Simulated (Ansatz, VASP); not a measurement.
# F in VASP and in Ansatz

Contents of INCAR:

```
PREC = Accurate ; ENCUT = 520
EDIFF = 1E-7 ; ISMEAR = 0
SIGMA = 0.05 ; LREAL = False
LASPH = True ; NELM = 100
ALGO = Normal ; ISIF = 2
LWAVE = False ; LCHARG = False
GGA = PE ; IVDW = 12
NBANDS = 22
```

KPOINTS

```
regular mesh
0
Gamma
  8 8 4
```

POSCAR

```
F
1.0
    2.9002734508     -1.8433988578      0.3060743674
    2.9002734508      1.8433988578      0.3060743674
   -0.8603525133      0.0000000000      6.9435221427
F
4
Direct
    0.9138648456      0.5855481450      0.0939279973
    0.4144518550      0.0861351544      0.4060720027
    0.0861351544      0.4144518550      0.9060720027
    0.5855481450      0.9138648456      0.5939279973
```

Input for Ansatz:

```yaml
crystal:
  lattice:
    - [2.9002734508, -1.8433988578, 0.3060743674]
    - [2.9002734508, 1.8433988578, 0.3060743674]
    - [-0.8603525133, 0.0, 6.9435221427]
  atoms:
    - { symbol: F, position: [0.9138648456, 0.585548145, 0.0939279973] }
    - { symbol: F, position: [0.414451855, 0.0861351544, 0.4060720027] }
    - { symbol: F, position: [0.0861351544, 0.414451855, 0.9060720027] }
    - { symbol: F, position: [0.585548145, 0.9138648456, 0.5939279973] }
basis:
  ecutwfc: 520.0
kpoints:
  mp_grid: { grid: [8, 8, 4] }
hamiltonian:
  xc: pbe
  dispersion: d3bj
scf:
  occupations: { method: gaussian, width: 0.05 }
output:
  forces: true
  stress: true
  eigenvalues: true
```

Change from the starting cell: volume 18.804 Å^3 an atom, stretch along a over the lengths across it, relative to the relaxed cell 1.0000.

Alike in both runs: task single point; functional PBE; dispersion D3(BJ); k mesh 8 × 8 × 4; occupations gaussian, width 0.05 eV; no spin polarisation.

```csv
,VASP,Ansatz
version,VASP 6.6.1,Ansatz 0.2.0
potentials or method,"VASP PAW PBE potentials, release 64 (F), cutoff 520 eV","scalar-relativistic, plane waves, PAW"
valence electrons in the cell,28,28
```

```tsv
	VASP	Ansatz	Ansatz less VASP
gap on the k mesh at the Fermi level (eV)	2.56	2.62	+0.064
least direct gap on the mesh (eV)	2.56	2.62	+0.064
pressure (GPa)	-2.7	-2.8	-0.17
traceless stress, the component that is largest in VASP (GPa)	-2.84	-3.74	-0.902
rms of the force components (eV/Å)	0.542	0.717	+0.1746
```

Atom by atom the forces differ by 0.175 eV/Å (rms over components).
